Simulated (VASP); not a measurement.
Runs of VASP 6.6.1 on Ga. The structure is that of space group P6/mmm (No. 191), or close to it. The cells are those of the table. 

```csv
task,cell,cutoff (eV),k mesh for the DOS,occupations for the DOS,gap on the mesh (eV),pressure (GPa)
single point,"a = 2.594, b = 2.594, c = 2.493 Å, angles 90.0, 90.0, 120.0°, 1 atom",520,-,-,none,29.3
single point,"a = 2.811, b = 2.811, c = 2.689 Å, angles 90.0, 90.0, 120.0°, 1 atom",520,-,-,none,2.9
single point,"a = 2.100, b = 2.100, c = 2.030 Å, angles 90.0, 90.0, 120.0°, 1 atom",520,-,-,none,(b)
single point,"a = 2.335, b = 2.335, c = 2.257 Å, angles 90.0, 90.0, 120.0°, 1 atom",520,-,-,none,(a)
single point,"a = 2.183, b = 2.183, c = 2.112 Å, angles 90.0, 90.0, 120.0°, 1 atom",520,-,-,none,276.3
single point,"a = 2.859, b = 2.859, c = 2.737 Å, angles 90.0, 90.0, 120.0°, 1 atom",520,-,-,none,0.1
relaxation of shape and atoms at fixed volume,"relaxed from a = 2.811, b = 2.811, c = 2.691 Å, angles 90.0, 90.0, 120.0°, 1 atom",600,-,-,none,2.9
```

Alike in all rows: level PBE; potentials or basis VASP PAW PBE potentials, release 64 (Ga_d); no spin polarisation; k mesh 17 × 17 × 15; smearing fermi-dirac 0.05 eV.

**Question.** Estimate the missing entries.

**Answer.** (a) 129.0; (b) 418.5.

A k mesh can miss the band edges, and the runs leave out spin-orbit coupling on Ga.

A gap of «none» marks levels without a gap at the run's occupations.
